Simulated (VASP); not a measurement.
ZnSe: relaxation of cell and atoms with LDA

Crystal: ZnSe.

```
CELL_PARAMETERS angstrom
0.00000 2.83244 2.83244
2.83244 0.00000 2.83244
2.83244 2.83244 0.00000
ATOMIC_POSITIONS crystal
Zn 0.00000 0.00000 0.00000
Se 0.25000 0.25000 0.25000
```

| Item | Value |
| --- | --- |
| Program | VASP 6.6.1 |
| Task | relaxation of cell and atoms |
| Functional | LDA |
| Potentials or basis | VASP PAW LDA potentials, release 64 (Zn, Se) |
| Cutoff | 600 eV |
| k mesh | 8 × 8 × 8 |
| Occupations | gaussian, width 0.02 eV |
| Spin | no spin polarisation |
| Dipole correction | no |
| Further INCAR settings | ALGO = Normal; EDIFF = 1e-06; IBRION = 2; EDIFFG = -0.005; NSW = 100; ISIF = 3 |

| Item | Value |
| --- | --- |
| Relaxed volume | 21.68 Å³/atom |
| Relaxed cell | a = 3.943 Å, b = 3.943 Å, c = 3.943 Å, α = 60.00°, β = 60.00°, γ = 60.00° |
| Space group after relaxing (to 0.05 Å) | F-43m (No. 216) |
| Energy gained by relaxing | 10.4 meV/atom |
| Ionic steps | 5 |
| Pressure after relaxing | 0.0 GPa |
| Band gap on the k mesh | 1.27 eV, direct |

The path:
```csv
step,energy change (eV),largest force (eV/Å),pressure (GPa),volume (Å³)
1,0.0000,0.0000,-3.05,45.45
2,-0.0183,0.0000,1.16,42.66
3,-0.0208,0.0000,-0.16,43.35
4,-0.0207,0.0000,0.11,43.26
5,-0.0208,0.0000,0.02,43.35
```

Final structure:
```yaml
crystal:
  lattice:
    - [0.00000, 2.78825, 2.78825]
    - [2.78825, 0.00000, 2.78825]
    - [2.78825, 2.78825, 0.00000]
  atoms:
    - { symbol: Zn, position: [0.00000, 0.00000, 0.00000] }
    - { symbol: Se, position: [0.25000, 0.25000, 0.25000] }
```

Levels at points of the mesh, in eV from the valence-band top:
```tsv
k point	band 7	band 8	band 9	band 10	band 11	band 12
(0.00, 0.00, 0.00)	0.00	0.00	0.00	1.27	5.69	5.69
(0.50, 0.00, 0.00)	-5.61	-0.95	-0.95	2.46	6.28	6.28
(0.50, 0.50, 0.00)	-5.04	-2.38	-2.38	2.70	3.32	10.89
```

Run time: 40 s on 1 thread of Intel(R) Xeon(R) Platinum 8375C CPU @ 2.90GHz (Ice Lake), on a shared host, peak memory 0.17 GiB.
